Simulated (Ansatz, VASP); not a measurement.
# Ti in VASP and in Ansatz

```
Ti
1.0
     0.00000    2.06981    2.06981
     2.06981    0.00000    2.06981
     2.06981    2.06981    0.00000
Ti
1
Direct
  0.00000 0.00000 0.00000
```

Change from the starting cell: volume scaled by 1.06, crystal datasets.

Alike in both runs: task electric field gradients; functional PBE; k mesh 15 × 15 × 15; occupations fermi-dirac, width 0.05 eV; no spin polarisation.

|  | VASP | Ansatz |
| --- | --- | --- |
| version | VASP 6.6.1 | Ansatz 0.2.0 |
| potentials or method | VASP PAW PBE potentials, release 64 (Ti_sv), cutoff 520 eV | all-electron PAW with datasets made for the crystal, scalar-relativistic |

VASP gave:

- pressure (GPa): -2.3

**Question.** What did Ansatz give for the same quantities?

**Answer.** Pressure (GPa): -2.0.

Ansatz ran all-electron here, and VASP with PAW potentials.
